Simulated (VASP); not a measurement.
CdTe, 4 atoms in the cell. It takes space group Cmcm (No. 63, orthorhombic). Conventional cell: a = 6.110 Å, b = 6.169 Å, c = 6.070 Å, α = 90.00°, β = 90.00°, γ = 90.00°. Cd (site symmetry m2m) has 6 Te at 3.02 to 3.15 Å and 2 Cd at 4.10 Å within 4.1 Å. Te (site symmetry m2m) has 6 Cd at 3.02 to 3.15 Å within 4.0 Å. 

- Program: VASP 6.6.1
- Task: single point
- Functional: PBEsol
- Potentials or basis: VASP PAW PBE potentials, release 64 (Cd, Te)
- Cutoff: 520 eV
- k mesh: 9 × 9 × 6
- Occupations: fermi-dirac, width 0.05 eV
- Spin: no spin polarisation
- Dipole correction: no
- Further INCAR settings: ALGO = Normal; EDIFF = 1e-06; NBANDS = 26

Potentials or basis: VASP PAW PBE potentials, release 64 (Cd, Te).

Command:

```console
$ cat potpaw_PBE.64/Cd/POTCAR potpaw_PBE.64/Te/POTCAR > POTCAR
$ mpirun -np 1 vasp_std > vasp.out
```

Hardware: 1 thread of Intel(R) Xeon(R) Platinum 8259CL CPU @ 2.50GHz (Skylake/Cascade Lake), on a shared host.

How long does it take, and how much memory?

It took 5.1 min on 1 thread of Intel(R) Xeon(R) Platinum 8259CL CPU @ 2.50GHz (Skylake/Cascade Lake), with other jobs on the host, peak memory 0.4 GiB. Counts: scf iterations 13, k points 100.
